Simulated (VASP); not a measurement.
BN: single point with PBE

Crystal: BN.

```
CELL_PARAMETERS angstrom
2.50399 0.00000 0.00000
-1.25200 2.16852 0.00000
0.00000 0.00000 6.66120
ATOMIC_POSITIONS crystal
B 0.28270 0.80501 0.25000
B 0.66667 0.33333 0.75000
N 0.33333 0.66667 0.75000
N 0.66667 0.33333 0.25000
```

This cell differs from its parent crystal: atom 1 (B) moved by (-0.300, +0.300) A along x and y.

```yaml
Program: VASP 6.6.1
Task: single point
Functional: PBE
Potentials_or_basis: VASP PAW PBE potentials, release 64 (B, N)
Cutoff: 520 eV
k_mesh: 12 × 12 × 4
Occupations: gaussian, width 0.05 eV
Spin: no spin polarisation
```

```json
{
 "Pressure": "27.4 GPa",
 "Largest force": "13.392 eV/Å",
 "Band gap on the k mesh": "1.72 eV (least direct gap 3.28 eV)"
}
```

Forces in eV/Å, atoms in the order of the input:
```
B    -0.187 -13.389   0.000
B     0.001   0.000   0.000
N    -0.012  -0.001   0.000
N     0.198  13.390   0.000
```

Stress tensor (GPa, compression positive):
```
18.25 11.99  0.00
11.99 61.41  0.00
 0.00  0.00  2.55
```

Levels at points of the mesh, in eV from the valence-band top:
```
           k point  band 5  band 6  band 7  band 8  band 9  band 10  band 11  band 12
(0.00, 0.00, 0.00)   -6.17   -3.27   -3.27    0.00    3.28     7.18     8.40     9.65
(0.50, 0.00, 0.00)   -6.07   -3.37   -3.36   -2.40    2.06     3.59     3.87     7.77
(0.00, 0.50, 0.00)   -6.07   -3.76   -3.10   -2.35    1.80     3.19     5.92     7.79
(0.50, 0.50, 0.00)   -8.54   -6.07   -4.46   -2.73    2.84     6.83     7.30     7.94
(0.00, 0.00, 0.50)   -7.19   -3.27   -3.27    0.00    5.40     5.61     7.51     9.65
(0.50, 0.00, 0.50)   -6.07   -3.39   -2.87   -2.83    2.44     2.78     3.93     7.95
(0.00, 0.50, 0.50)   -6.07   -3.77   -2.86   -2.47    1.72     2.76     5.98     7.98
(0.50, 0.50, 0.50)   -8.54   -6.07   -4.30   -2.87    2.79     6.27     7.68     8.01
```

It took 110 s on 1 thread of Intel(R) Xeon(R) Platinum 8559C (Emerald Rapids) (shared host), peak memory 0.22 GiB.

Caveat: the cell differs from its parent crystal (atom 1 (B) moved by (-0.300, +0.300) A along x and y); the stress differs along the axes, from 3 to 61 GPa; this functional lacks dispersion, which binds layers or chains, so the pressure and a relaxed spacing across them are unreliable; forces of over 1 eV/Å act on the atoms, so gaps and moduli don't describe the material at rest. A k mesh can miss the band edges.
